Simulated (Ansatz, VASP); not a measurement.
## Two plane-wave programs on Ta2SiOF2

The input INCAR:

```
  PREC = Accurate
  ENCUT = 600
  EDIFF = 1E-6
  ISMEAR = 0
  SIGMA = 0.1
  LREAL = False
  LASPH = True
  NELM = 80
  ALGO = Fast
  ISIF = 3
  LWAVE = False
  LCHARG = False
  GGA = PE
  IBRION = 2
  NSW = 90
  EDIFFG = -0.04
```

KPOINTS

```
regular mesh
0
Gamma
  4 4 4
```

POSCAR

```
Ta2SiOF2
1.0
    2.4406671900     -4.0632417900      0.0000000000
    2.4406671900      4.0632417900      0.0000000000
    0.0000000000      0.0000000000      3.9317458000
Ta Si O F
2 1 1 2
Direct
    0.5000000000      0.0000000000      0.5000000000
    0.0000000000      0.5000000000      0.5000000000
    0.5000000000      0.5000000000      0.5000000000
    0.0000000000      0.0000000000      0.0000000000
    0.6641809900      0.3358190100      0.0000000000
    0.3358190100      0.6641809900      0.0000000000
```

Input for Ansatz:

```yaml
crystal:
  lattice:
    - [2.44066719, -4.06324179, 0.0]
    - [2.44066719, 4.06324179, 0.0]
    - [0.0, 0.0, 3.9317458]
  atoms:
    - { symbol: Ta, position: [0.5, 0.0, 0.5] }
    - { symbol: Ta, position: [0.0, 0.5, 0.5] }
    - { symbol: Si, position: [0.5, 0.5, 0.5] }
    - { symbol: O, position: [0.0, 0.0, 0.0] }
    - { symbol: F, position: [0.66418099, 0.33581901, 0.0] }
    - { symbol: F, position: [0.33581901, 0.66418099, 0.0] }
basis:
  ecutwfc: 420
kpoints:
  mp_grid: { grid: [4, 4, 4] }
hamiltonian:
  xc: pbe
scf:
  occupations: { method: gaussian, width: 0.1 }
  lower_state_search: "off"
output:
  forces: true
  stress: true
  eigenvalues: true
relax:
  adjacent_minimum: "off"
  f_tol: 0.04
  max_steps: 70
  cell: { stress_tol: 0.4 }
```

Change from the starting cell: species swapped into the CeAlCu2Ni2 type (Cmmm, No. 65).

Alike in both runs: task relaxation of cell and atoms; functional PBE; k mesh 4 × 4 × 4; occupations gaussian, width 0.1 eV; no spin polarisation.

```csv
,VASP,Ansatz
version,VASP 6.6.1,Ansatz 0.2.0
potentials or method,"VASP PAW PBE potentials, release 64 (Ta_pv, Si, O, F), cutoff 600 eV","scalar-relativistic, plane waves, PAW"
valence electrons in the cell,46,50
```

```csv
,VASP,Ansatz,Ansatz less VASP
"gap on the k mesh at the Fermi level, each at its own relaxed structure (eV)",none,none,-
relaxed volume (Å³/atom),14.97,14.99,+0.015
relaxed length of the cell vector where the two differ most in proportion (Å),5.216,5.228,+0.0120
```

A gap of «none» marks a metal or a gap that the smearing closes. VASP's potentials hold 46 valence electrons a cell and Ansatz's 50, so a difference there can come from the potentials and not from the codes.

The k mesh is coarse, so the values compare programs but aren't converged. Spin-orbit coupling is off throughout. Noted on VASP's run: the volume moved by over 15 % at a fixed basis, so the end points are rough.
